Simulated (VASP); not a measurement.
# O2 in VASP: a series of runs

The runs below take O2 through single point, relaxation of the atoms, with PBEsol.

All numbers are computed with VASP 6.6.1; they aren't measurements. Logs are shortened: lines on timing, memory, paths and dates and some standing lists are left out, and cuts for length are marked.

## 1. The cell of the first run

The cell holds a molecule in a box, 2 atoms: a = 9.000 Å, b = 9.500 Å, c = 10.000 Å, α = 90.00°, β = 90.00°, γ = 90.00°.

## 2. Single point, PBEsol, collinear spin, ferromagnetic start

Input file INCAR:

```
SYSTEM = O
PREC = Accurate
ENCUT = 520
EDIFF = 1E-7
ISMEAR = 0
SIGMA = 0.05
LREAL = .FALSE.
LASPH = .TRUE.
NELM = 150
ALGO = Normal
ISIF = 2
LWAVE = .FALSE.
LCHARG = .FALSE.
ISPIN = 2
MAGMOM = 1 1
LORBIT = 11
GGA = PS
NBANDS = 17
```

Input file KPOINTS:

```
regular mesh
0
G
  1 1 1
  0 0 0
```

Input file POSCAR:

```
O
1.0
    9.0000000000      0.0000000000      0.0000000000
    0.0000000000      9.5000000000      0.0000000000
    0.0000000000      0.0000000000     10.0000000000
O
2
Direct
    0.5000000000      0.5000000000      0.4395141324
    0.5000000000      0.5000000000      0.5604858676
```

Potentials or basis: VASP PAW PBE potentials, release 64 (O).

The run is started by

```bash
$ cat potpaw_PBE.64/O/POTCAR > POTCAR
$ mpirun -np 1 vasp_gam > vasp.out
```

OUTCAR:

```text
SYSTEM = O
   PREC = Accurate
   ENCUT = 520
   EDIFF = 1E-7
   ISMEAR = 0
   LREAL = .FALSE.
   LASPH = .TRUE.
   NELM = 150
   ISIF = 2
   ISPIN = 2
   LORBIT = 11
   GGA = PS

 ion  position               nearest neighbor table
   1  0.500  0.500  0.440-   2 1.21
   2  0.500  0.500  0.560-   1 1.21

  LATTYP: Found a simple orthorhombic cell.
 ALAT       =     9.0000000000
 B/A-ratio  =     1.0555555556
 C/A-ratio  =     1.1111111111

  Lattice vectors:

 A1 = (   9.0000000000,   0.0000000000,   0.0000000000)
 A2 = (   0.0000000000,   9.5000000000,   0.0000000000)
 A3 = (   0.0000000000,   0.0000000000,  10.0000000000)

Analysis of symmetry for initial positions (statically):
=====================================================================
 Subroutine PRICEL returns:
 Original cell was already a primitive cell.

 Routine SETGRP: Setting up the symmetry group for a
 simple orthorhombic supercell.

 Subroutine GETGRP returns: Found  8 space group operations
 (whereof  8 operations were pure point group operations)
 out of a pool of  8 trial point group operations.

The static configuration has the point symmetry D_2h.

Analysis of symmetry for dynamics (positions and initial velocities):
=====================================================================
 Subroutine PRICEL returns:
 Original cell was already a primitive cell.

 Routine SETGRP: Setting up the symmetry group for a
 simple orthorhombic supercell.

 Subroutine GETGRP returns: Found  8 space group operations
 (whereof  8 operations were pure point group operations)
 out of a pool of  8 trial point group operations.

The dynamic configuration has the point symmetry D_2h.

Analysis of structural, dynamic, and magnetic symmetry:
=====================================================================
 Subroutine PRICEL returns:
 Original cell was already a primitive cell.

 Routine SETGRP: Setting up the symmetry group for a
 simple orthorhombic supercell.

 Subroutine GETGRP returns: Found  8 space group operations
 (whereof  8 operations were pure point group operations)
 out of a pool of  8 trial point group operations.

The overall configuration has the point symmetry D_2h.

 Subroutine INISYM returns: Found  8 space group operations
 (whereof  8 operations are pure point group operations),
 and found     1 'primitive' translations

----------------------------------------------------------------------------------------

                                     Primitive cell

  volume of cell :     855.0000

  direct lattice vectors                    reciprocal lattice vectors
     9.000000000  0.000000000  0.000000000     0.111111111  0.000000000  0.000000000
     0.000000000  9.500000000  0.000000000     0.000000000  0.105263158  0.000000000
     0.000000000  0.000000000 10.000000000     0.000000000  0.000000000  0.100000000

  length of vectors
     9.000000000  9.500000000 10.000000000     0.111111111  0.105263158  0.100000000

  position of ions in fractional coordinates (direct lattice)
     0.500000000  0.500000000  0.439514132
     0.500000000  0.500000000  0.560485868

  ion indices of the primitive-cell ions
   primitive index   ion index
                 1           1
                 2           2

----------------------------------------------------------------------------------------

 KPOINTS: regular mesh

Automatic generation of k-mesh.
 Grid dimensions read from file:
 generate k-points for:    1    1    1

 Generating k-lattice:

  Cartesian coordinates                     Fractional coordinates (reciprocal lattice)
     0.111111111  0.000000000  0.000000000     1.000000000  0.000000000  0.000000000
     0.000000000  0.105263158  0.000000000     0.000000000  1.000000000  0.000000000
     0.000000000  0.000000000  0.100000000     0.000000000  0.000000000  1.000000000

  Length of vectors
     0.111111111  0.105263158  0.100000000

  Shift w.r.t. Gamma in fractional coordinates (k-lattice)
     0.000000000  0.000000000  0.000000000

 Subroutine IBZKPT returns following result:
 ===========================================

 Found      1 irreducible k-points:

 Following reciprocal coordinates:
            Coordinates               Weight
  0.000000  0.000000  0.000000      1.000000
   k-points           NKPTS =      1   k-points in BZ     NKDIM =      1   number of bands    NBANDS=     17
   number of dos      NEDOS =    301   number of ions     NIONS =      2
   total plane-waves  NPLWV = 403200
   dimension x,y,z NGX =    70 NGY =   72 NGZ =   80
   dimension x,y,z NGXF=   140 NGYF=  144 NGZF=  160
   ions per type =               2
   NGX,Y,Z   is equivalent  to a cutoff of  12.93, 12.60, 13.30 a.u.
   NGXF,Y,Z  is equivalent  to a cutoff of  25.86, 25.20, 26.60 a.u.
 SYSTEM =  O
   PREC   = accura    normal or accurate (medium, high low for compatibility)
   ISTART =      0    job   : 0-new  1-cont  2-samecut
   ICHARG =      2    charge: 1-file 2-atom 10-const
   ISPIN  =      2    spin polarized calculation?
   LNONCOLLINEAR =      F non collinear calculations
   LSORBIT =      F    spin-orbit coupling
   LASPH  =      T    aspherical Exc in radial PAW
   ENCUT  =  520.0 eV  38.22 Ry    6.18 a.u.  16.73 17.66 18.59*2*pi/ulx,y,z
   NELM   =    150;   NELMIN=  2; NELMDL= -5     # of ELM steps
   EDIFF  = 0.1E-06   stopping-criterion for ELM
   LREAL  =      F    real-space projection
   EDIFFG = 0.1E-05   stopping-criterion for IOM
   NSW    =      0    number of steps for IOM
   IBRION =     -1    ionic relax: 0-MD 1-quasi-New 2-CG
   NFREE  =      0    steps in history (QN), initial steepest desc. (CG)
   ISIF   =      2    stress and relaxation
   ISYM   =      2    0-nonsym 1-usesym 2-fastsym
   POTIM  = 0.5000    time-step for ionic-motion
   TEBEG  =    0.0;   TEEND  =   0.0 temperature during run
   PSTRESS=    0.0 pullay stress
   NELECT =      12.0000    total number of electrons
   NUPDOWN=      -1.0000    fix difference up-down
   EMIN   =  10.00;   EMAX   =-10.00  energy-range for DOS
   EFERMI =   0.00;   METHOD = LEGACY
   ISMEAR =     0;   SIGMA  =   0.05  broadening in eV -4-tet -1-fermi 0-gaus
   EFERMI_NEDOS =   21; number of points for ismear=-14 and -15
   IALGO  =     38    algorithm
   IMIX   =      4    mixing-type and parameters
     AMIX     =   0.40;   BMIX     =  1.00
     AMIX_MAG =   1.60;   BMIX_MAG =  1.00
  volume/ion in A,a.u.               =     427.50      2884.91
  Fermi-wavevector in a.u.,A,eV,Ry     =   0.394893  0.746240  2.121703  0.155941
  Thomas-Fermi vector in A             =   1.339966
   LORBIT       =     11    0 simple, 1 ext, 2 COOP (PROOUT), +10 PAW based schemes
   GGA     = PS    functional components
   LHFCALC =     F    Hartree Fock is set to
   AEXX    =    0.0000 exact exchange contribution
   IVDW    =     0    specifies the selected vdW correction
   LEPSILON=     F    determine dielectric tensor
   LRPA    =     F    only Hartree local field effects (RPA)
 spin polarized calculation
 Gauss-broadening in eV      SIGMA  =   0.05
  energy-cutoff  :      520.00
  volume of cell :      855.00
 maximum number of plane-waves:     11510
 NGX is ok and might be reduce to    70
   NGX = 33   NGY = 35   NGZ = 37

 number of electron      12.0000002 magnetization       2.0000001

 Free energy of the ion-electron system (eV)
  ---------------------------------------------------
  ext. energy  EPLUGINS =         0.00000000
  ---------------------------------------------------
  free energy    TOTEN  =       -10.26571847 eV

  energy without entropy =      -10.26571847  energy(sigma->0) =      -10.26571847

 E-fermi :  -6.3690     XC(G=0):  -0.6284

 val. band max:       -6.6216455552   @ k =   0.0000   0.0000   0.0000
 cond. band min:      -4.3582217709   @ k =   0.0000   0.0000   0.0000
 fundamental gap:      2.2634237843
 Fermi energy:        -6.3689751757

 spin component 1

 k-point     1 :       0.0000    0.0000    0.0000
  band No.  band energies     occupation
      1     -32.8700      1.00000
      2     -20.2058      1.00000
      3     -13.3790      1.00000
      4     -13.3790      1.00000
      5     -13.3625      1.00000
      6      -6.6217      1.00000
[... 9 lines left out ...]
     16       2.8010      0.00000
     17       2.8890      0.00000
 Fermi energy:        -6.3689751757

 spin component 2

 k-point     1 :       0.0000    0.0000    0.0000
  band No.  band energies     occupation
      1     -31.6221      1.00000
      2     -18.4254      1.00000
      3     -12.3317      1.00000
      4     -11.5421      1.00000
      5     -11.5421      1.00000
      6      -4.3582      0.00000
[... 9 lines left out ...]
     16       2.9702      0.00000
     17       2.9785      0.00000

------------------------ aborting loop because EDIFF is reached ----------------------------------------

  FORCE on cell =-STRESS in cart. coord.  units (eV):
  Direction    XX          YY          ZZ          XY          YZ          ZX
  --------------------------------------------------------------------------------------
  -------------------------------------------------------------------------------------
  Total       -0.0728956     -0.0726818      1.6208369      0.0000000      0.0000000      0.0000000
  in kB       -0.1365984     -0.1361978      3.0372726      0.0000000      0.0000000      0.0000000
  external PRESSURE =       0.9214921 kB  Pullay stress =       0.0000000 kB

 VOLUME and BASIS-vectors are now :
 -----------------------------------------------------------------------------
  energy-cutoff  :      520.00
  volume of cell :      855.00
      direct lattice vectors                 reciprocal lattice vectors
     9.000000000  0.000000000  0.000000000     0.111111111  0.000000000  0.000000000
     0.000000000  9.500000000  0.000000000     0.000000000  0.105263158  0.000000000
     0.000000000  0.000000000 10.000000000     0.000000000  0.000000000  0.100000000

 POSITION                                       TOTAL-FORCE (eV/Angst)
 -----------------------------------------------------------------------------------
      4.50000      4.75000      4.39514         0.000000      0.000000     -1.406491
      4.50000      4.75000      5.60486         0.000000      0.000000      1.406491
 -----------------------------------------------------------------------------------
    total drift:                                0.000000      0.000000     -0.000000

  FREE ENERGIE OF THE ION-ELECTRON SYSTEM (eV)
  ---------------------------------------------------
  free  energy   TOTEN  =       -10.2657184686 eV

  energy  without entropy=      -10.2657184686  energy(sigma->0) =      -10.26571847

 total charge

# of ion       s       p       d       tot
------------------------------------------
    1        1.609   3.308   0.000   4.917
    2        1.609   3.308   0.000   4.917
--------------------------------------------------
tot          3.218   6.616   0.000   9.834

 magnetization (x)

# of ion       s       p       d       tot
------------------------------------------
    1        0.009   0.797   0.000   0.806
    2        0.009   0.797   0.000   0.806
--------------------------------------------------
tot          0.018   1.594   0.000   1.612
```

Wall time 2.9 min (1 thread of Intel Xeon Platinum 8259CL at 2.50GHz (Skylake/Cascade Lake), shared host); peak memory 1 GiB.

Results:

```yaml
Free_energy: -10.2657 eV
Largest_force: 1.406 eV/Å
Gap_between_the_frontier_levels: 2.26 eV
Net_moment: 2.00 μB per cell
Site_moments: O +0.81 μB
Valence_electrons_inside_the_program's_atomic_spheres: O 4.92
```

Forces in eV/Å, atoms in the order of the input:
```
O    0.000  0.000 -1.406
O    0.000  0.000  1.406
```

Caveat: the standard files for N, O and F lose accuracy on very short bonds; the PAW data sets were made with another functional, which shifts forces and pressure a little.

## 3. Relaxation of the atoms, PBEsol, collinear spin, ferromagnetic start

Input file INCAR:

```
SYSTEM = O
ALGO = Normal
EDIFF = 1E-7
EDIFFG = -0.02
ENCUT = 520
GGA = PS
IBRION = 2
ISIF = 2
ISMEAR = 0
ISPIN = 2
LASPH = .True.
LCHARG = .False.
LORBIT = 11
LREAL = .False.
LWAVE = .False.
MAGMOM = 1 1
NELM = 150
NSW = 60
PREC = Accurate
SIGMA = 0.05
```

Input file KPOINTS:

```
k-points
0
Gamma
  1 1 1
  0 0 0
```

Input file POSCAR:

```
O
1.0
    9.0000000000      0.0000000000      0.0000000000
    0.0000000000      9.5000000000      0.0000000000
    0.0000000000      0.0000000000     10.0000000000
O
2
Direct
    0.5000000000      0.5000000000      0.4385000000
    0.5000000000      0.5000000000      0.5615000000
```

Potentials or basis: VASP PAW PBE potentials, release 64 (O).

The run is started by

```bash
$ cat potpaw_PBE.64/O/POTCAR > POTCAR
$ mpirun -np 1 vasp_gam > vasp.out
```

Run time: 6.1 min. Hardware: 1 thread of Intel Xeon Platinum 8259CL at 2.50GHz (Skylake/Cascade Lake), shared host; peak memory 1 GiB.

It converged, with:

```yaml
Free_energy: -10.2777 eV
Energy_gained_by_relaxing: 0.1 meV/atom
Ionic_steps: 3
Gap_between_the_frontier_levels: 2.26 eV
Net_moment: 2.00 μB per cell
Site_moments: O +0.81 μB
Valence_electrons_inside_the_program's_atomic_spheres: O 4.89
```

The path:
```tsv
step	energy change (eV)	largest force (eV/Å)	pressure (GPa)
1	0.0000	0.2102	-0.03
2	0.0117	1.4065	0.09
3	-0.0003	0.0001	-0.01
```

Final structure:
```
O
1.0
     9.00000    0.00000    0.00000
     0.00000    9.50000    0.00000
     0.00000    0.00000   10.00000
O
2
Direct
  0.50000 0.50000 0.43864
  0.50000 0.50000 0.56136
```

Levels at points of the mesh, in eV from the valence-band top:
Spin up:
| k point | band 4 | band 5 | band 6 | band 7 | band 8 | band 9 | band 10 | band 11 |
| --- | --- | --- | --- | --- | --- | --- | --- | --- |
| (0.00, 0.00, 0.00) | -6.46 | -6.46 | 0.00 | 0.00 | 6.49 | 7.66 | 8.03 | 8.05 |
Spin down:
| k point | band 1 | band 2 | band 3 | band 4 | band 5 | band 6 | band 7 | band 8 | band 9 | band 10 |
| --- | --- | --- | --- | --- | --- | --- | --- | --- | --- | --- |
| (0.00, 0.00, 0.00) | -24.48 | -11.81 | -5.54 | -4.62 | -4.62 | 2.26 | 2.26 | 6.59 | 7.89 | 8.09 |

Caveat: the standard files for N, O and F lose accuracy on very short bonds; the PAW data sets were made with another functional, which shifts forces and pressure a little.
